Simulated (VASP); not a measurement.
# Ca (Fm-3m) in VASP: further runs

Runs on Ca. Level: LDA. Tasks: single point.

Everything below comes from runs of VASP 6.6.1. Logs are shortened: lines on timing, memory, paths and dates and some standing lists are left out, and cuts for length are marked.

**1. The cell of the first run**

It takes space group Fm-3m (No. 225, cubic). The conventional cell has a = 5.551 Å, b = 5.551 Å, c = 5.551 Å, α = 90.00°, β = 90.00°, γ = 90.00°. Within 5.2 Å of Ca (site symmetry m-3m) lie 12 Ca at 3.93 Å.

**2. Single point, LDA**

Input file INCAR:

```
SYSTEM = Ca
ALGO = Normal
EDIFF = 1E-6
ENCUT = 520
GGA = CA
ISIF = 2
ISMEAR = -1
LASPH = .True.
LCHARG = .False.
LREAL = .False.
LWAVE = .False.
NBANDS = 11
NELM = 80
PREC = Accurate
SIGMA = 0.05
```

Input file KPOINTS:

```
k-points
0
Gamma
  8 8 8
  0 0 0
```

Input file POSCAR:

```
Ca
1.0
    0.0000000000      2.7754464148      2.7754464148
    2.7754464148      0.0000000000      2.7754464148
    2.7754464148      2.7754464148      0.0000000000
Ca
1
Direct
    0.0000000000      0.0000000000      0.0000000000
```

Potentials or basis: VASP PAW LDA potentials, release 64 (Ca_sv).

The run is started by

```bash
> cat potpaw_LDA.64/Ca_sv/POTCAR > POTCAR
> mpirun -np 1 vasp_std > vasp.out
```

OUTCAR:

```text
SYSTEM = Ca
   EDIFF = 1E-6
   ENCUT = 520
   GGA = CA
   ISIF = 2
   ISMEAR = -1
   LASPH = .True.
   LREAL = .False.
   NELM = 80
   PREC = Accurate

 ion  position               nearest neighbor table
   1  0.000  0.000  0.000-

  LATTYP: Found a face centered cubic cell.
 ALAT       =     5.5508928296

  Lattice vectors:

 A1 = (   0.0000000000,   2.7754464148,   2.7754464148)
 A2 = (   2.7754464148,   0.0000000000,   2.7754464148)
 A3 = (   2.7754464148,   2.7754464148,   0.0000000000)

Analysis of symmetry for initial positions (statically):
=====================================================================
 Subroutine PRICEL returns:
 Original cell was already a primitive cell.

 Routine SETGRP: Setting up the symmetry group for a
 face centered cubic supercell.

 Subroutine GETGRP returns: Found 48 space group operations
 (whereof 48 operations were pure point group operations)
 out of a pool of 48 trial point group operations.

The static configuration has the point symmetry O_h .

Analysis of symmetry for dynamics (positions and initial velocities):
=====================================================================
 Subroutine PRICEL returns:
 Original cell was already a primitive cell.

 Routine SETGRP: Setting up the symmetry group for a
 face centered cubic supercell.

 Subroutine GETGRP returns: Found 48 space group operations
 (whereof 48 operations were pure point group operations)
 out of a pool of 48 trial point group operations.

The dynamic configuration has the point symmetry O_h .

 Subroutine INISYM returns: Found 48 space group operations
 (whereof 48 operations are pure point group operations),
 and found     1 'primitive' translations

----------------------------------------------------------------------------------------

                                     Primitive cell

  volume of cell :      42.7591

  direct lattice vectors                    reciprocal lattice vectors
     0.000000000  2.775446415  2.775446415    -0.180151199  0.180151199  0.180151199
     2.775446415  0.000000000  2.775446415     0.180151199 -0.180151199  0.180151199
     2.775446415  2.775446415  0.000000000     0.180151199  0.180151199 -0.180151199

  length of vectors
     3.925073961  3.925073961  3.925073961     0.312031030  0.312031030  0.312031030

  position of ions in fractional coordinates (direct lattice)
     0.000000000  0.000000000  0.000000000

  ion indices of the primitive-cell ions
   primitive index   ion index
                 1           1

----------------------------------------------------------------------------------------

 KPOINTS: k-points

Automatic generation of k-mesh.
 Grid dimensions read from file:
 generate k-points for:    8    8    8

 Generating k-lattice:

  Cartesian coordinates                     Fractional coordinates (reciprocal lattice)
    -0.022518900  0.022518900  0.022518900     0.125000000  0.000000000  0.000000000
     0.022518900 -0.022518900  0.022518900     0.000000000  0.125000000  0.000000000
     0.022518900  0.022518900 -0.022518900     0.000000000  0.000000000  0.125000000

  Length of vectors
     0.039003879  0.039003879  0.039003879

  Shift w.r.t. Gamma in fractional coordinates (k-lattice)
     0.000000000  0.000000000  0.000000000

 Subroutine IBZKPT returns following result:
 ===========================================

 Found     29 irreducible k-points:

 Following reciprocal coordinates:
            Coordinates               Weight
  0.000000  0.000000  0.000000      1.000000
  0.125000  0.000000  0.000000      8.000000
  0.250000  0.000000  0.000000      8.000000
  0.375000  0.000000  0.000000      8.000000
  0.500000  0.000000  0.000000      4.000000
  0.125000  0.125000  0.000000      6.000000
[... 16 lines left out ...]
  0.500000  0.250000  0.125000     48.000000
 -0.375000  0.250000  0.125000     24.000000
 [... further k-points ...]
   k-points           NKPTS =     29   k-points in BZ     NKDIM =     29   number of bands    NBANDS=     11
   number of dos      NEDOS =    301   number of ions     NIONS =      1
   total plane-waves  NPLWV =  27000
   dimension x,y,z NGX =    30 NGY =   30 NGZ =   30
   dimension x,y,z NGXF=    60 NGYF=   60 NGZF=   60
   ions per type =               1
   NGX,Y,Z   is equivalent  to a cutoff of  12.71, 12.71, 12.71 a.u.
   NGXF,Y,Z  is equivalent  to a cutoff of  25.41, 25.41, 25.41 a.u.
 SYSTEM =  Ca
   PREC   = accura    normal or accurate (medium, high low for compatibility)
   ISTART =      0    job   : 0-new  1-cont  2-samecut
   ICHARG =      2    charge: 1-file 2-atom 10-const
   ISPIN  =      1    spin polarized calculation?
   LNONCOLLINEAR =      F non collinear calculations
   LSORBIT =      F    spin-orbit coupling
   LASPH  =      T    aspherical Exc in radial PAW
   ENCUT  =  520.0 eV  38.22 Ry    6.18 a.u.   7.30  7.30  7.30*2*pi/ulx,y,z
   NELM   =     80;   NELMIN=  2; NELMDL= -5     # of ELM steps
   EDIFF  = 0.1E-05   stopping-criterion for ELM
   LREAL  =      F    real-space projection
   EDIFFG = 0.1E-04   stopping-criterion for IOM
   NSW    =      0    number of steps for IOM
   IBRION =     -1    ionic relax: 0-MD 1-quasi-New 2-CG
   NFREE  =      0    steps in history (QN), initial steepest desc. (CG)
   ISIF   =      2    stress and relaxation
   ISYM   =      2    0-nonsym 1-usesym 2-fastsym
   POTIM  = 0.5000    time-step for ionic-motion
   TEBEG  =    0.0;   TEEND  =   0.0 temperature during run
   PSTRESS=    0.0 pullay stress
   NELECT =      10.0000    total number of electrons
   NUPDOWN=      -1.0000    fix difference up-down
   EMIN   =  10.00;   EMAX   =-10.00  energy-range for DOS
   EFERMI =   0.00;   METHOD = LEGACY
   ISMEAR =    -1;   SIGMA  =   0.05  broadening in eV -4-tet -1-fermi 0-gaus
   EFERMI_NEDOS =   21; number of points for ismear=-14 and -15
   IALGO  =     38    algorithm
   IMIX   =      4    mixing-type and parameters
     AMIX     =   0.40;   BMIX     =  1.00
     AMIX_MAG =   1.60;   BMIX_MAG =  1.00
  volume/ion in A,a.u.               =      42.76       288.55
  Fermi-wavevector in a.u.,A,eV,Ry     =   1.008630  1.906035 13.841683  1.017335
  Thomas-Fermi vector in A             =   2.141509
   LORBIT       =      0    0 simple, 1 ext, 2 COOP (PROOUT), +10 PAW based schemes
   GGA     = CA    functional components
   LHFCALC =     F    Hartree Fock is set to
   AEXX    =    0.0000 exact exchange contribution
   IVDW    =     0    specifies the selected vdW correction
   LEPSILON=     F    determine dielectric tensor
   LRPA    =     F    only Hartree local field effects (RPA)
 non-spin polarized calculation
  energy-cutoff  :      520.00
  volume of cell :       42.76
 maximum number of plane-waves:      1174
 NGX is ok and might be reduce to    30
   NGX = 15   NGY = 15   NGZ = 15

 number of electron      10.0000000 magnetization

 number of electron       9.9999999 magnetization

 Free energy of the ion-electron system (eV)
  ---------------------------------------------------
  ext. energy  EPLUGINS =         0.00000000
  ---------------------------------------------------
  free energy    TOTEN  =        -2.18257947 eV

  energy without entropy =       -2.17124052  energy(sigma->0) =       -2.17690999

 E-fermi :   1.7008     XC(G=0):  -7.9212

 val. band max:        1.6820389738   @ k =  -0.3750   0.2500   0.1250
 cond. band min:       1.7533776637   @ k =  -0.3750   0.3750   0.0000
 fundamental gap:      0.0713386898
 Fermi energy:         1.7007786778

 k-point     1 :       0.0000    0.0000    0.0000
  band No.  band energies     occupation
      1     -39.8611      2.00000
      2     -21.0718      2.00000
      3     -21.0718      2.00000
      4     -21.0718      2.00000
      5      -2.2646      2.00000
      6       3.9266      0.00000
      7       3.9266      0.00000
      8       3.9266      0.00000
      9       4.9737      0.00000
     10       4.9737      0.00000
     11      10.8843      0.00000

 k-point     2 :       0.1250    0.0000    0.0000
  band No.  band energies     occupation
      1     -39.8591      2.00000
      2     -21.0923      2.00000
      3     -21.0746      2.00000
      4     -21.0746      2.00000
      5      -2.0009      2.00000
      6       3.6689      0.00000
      7       4.0163      0.00000
      8       4.0163      0.00000
      9       4.9056      0.00000
     10       4.9056      0.00000
     11      10.9340      0.00000

 k-point     3 :       0.2500    0.0000    0.0000
  band No.  band energies     occupation
      1     -39.8543      2.00000
      2     -21.1411      2.00000
      3     -21.0814      2.00000
      4     -21.0814      2.00000
      5      -1.2524      2.00000
      6       3.0666      0.00000
      7       4.0631      0.00000
      8       4.0631      0.00000
      9       4.9891      0.00000
     10       4.9891      0.00000
     11       8.9948      0.00000

 k-point     4 :       0.3750    0.0000    0.0000
  band No.  band energies     occupation
      1     -39.8494      2.00000
      2     -21.1894      2.00000
      3     -21.0882      2.00000
      4     -21.0882      2.00000
      5      -0.1671      2.00000
      6       2.3033      0.00001
      7       3.9080      0.00000
      8       3.9080      0.00000
      9       5.4055      0.00000
     10       5.4055      0.00000
     11       7.3685      0.00000
[... 239 lines left out ...]
 k-point    22 :       0.3750    0.2500    0.1250
  band No.  band energies     occupation
      1     -39.8507      2.00000
      2     -21.1532      2.00000
      3     -21.1066      2.00000
      4     -21.0900      2.00000
      5      -0.6230      2.00000
      6       2.8539      0.00000
      7       3.5987      0.00000
      8       4.4857      0.00000
      9       4.6051      0.00000
     10       5.5035      0.00000
     11       8.9898      0.00000

 k-point    23 :       0.5000    0.2500    0.1250
  band No.  band energies     occupation
      1     -39.8468      2.00000
      2     -21.1792      2.00000
      3     -21.1218      2.00000
      4     -21.0981      2.00000
      5       0.4085      2.00000
      6       2.3903      0.00000
      7       3.2025      0.00000
      8       4.3321      0.00000
      9       5.1579      0.00000
     10       5.8797      0.00000
     11       7.3510      0.00000

 k-point    24 :      -0.3750    0.2500    0.1250
  band No.  band energies     occupation
      1     -39.8452      2.00000
      2     -21.1904      2.00000
      3     -21.1266      2.00000
      4     -21.1024      2.00000
      5       1.3649      1.99759
      6       1.6820      1.18523
      7       3.1474      0.00000
      8       4.2376      0.00000
      9       5.4913      0.00000
     10       6.0701      0.00000
     11       6.4708      0.00000

 [... further k-points ...]
[... 5 lines left out ...]
  --------------------------------------------------------------------------------------
  -------------------------------------------------------------------------------------
  Total       -0.5087008     -0.5087008     -0.5087008      0.0000000      0.0000000     -0.0000000
  in kB      -19.0609472    -19.0609472    -19.0609472      0.0000000      0.0000000     -0.0000000
  external PRESSURE =     -19.0609472 kB  Pullay stress =       0.0000000 kB

 VOLUME and BASIS-vectors are now :
 -----------------------------------------------------------------------------
  energy-cutoff  :      520.00
  volume of cell :       42.76
      direct lattice vectors                 reciprocal lattice vectors
     0.000000000  2.775446415  2.775446415    -0.180151199  0.180151199  0.180151199
     2.775446415  0.000000000  2.775446415     0.180151199 -0.180151199  0.180151199
     2.775446415  2.775446415  0.000000000     0.180151199  0.180151199 -0.180151199

 POSITION                                       TOTAL-FORCE (eV/Angst)
 -----------------------------------------------------------------------------------
      0.00000      0.00000      0.00000        -0.000000     -0.000000     -0.000000
 -----------------------------------------------------------------------------------
    total drift:                               -0.000000     -0.000000     -0.000000

  FREE ENERGIE OF THE ION-ELECTRON SYSTEM (eV)
  ---------------------------------------------------
  free  energy   TOTEN  =        -2.1825794658 eV

  energy  without entropy=       -2.1712405211  energy(sigma->0) =       -2.17690999
```

Run time: 15 s. Hardware: 1 thread of AMD EPYC 7R13, shared host; peak memory 0.12 GiB.

What came out:

```
Free energy            : -2.1826 eV
Pressure               : -1.9 GPa
Band gap on the k mesh : zero (bands 5 and 6 overlap by 0.30 eV)
```

[end of part 1 of 2]
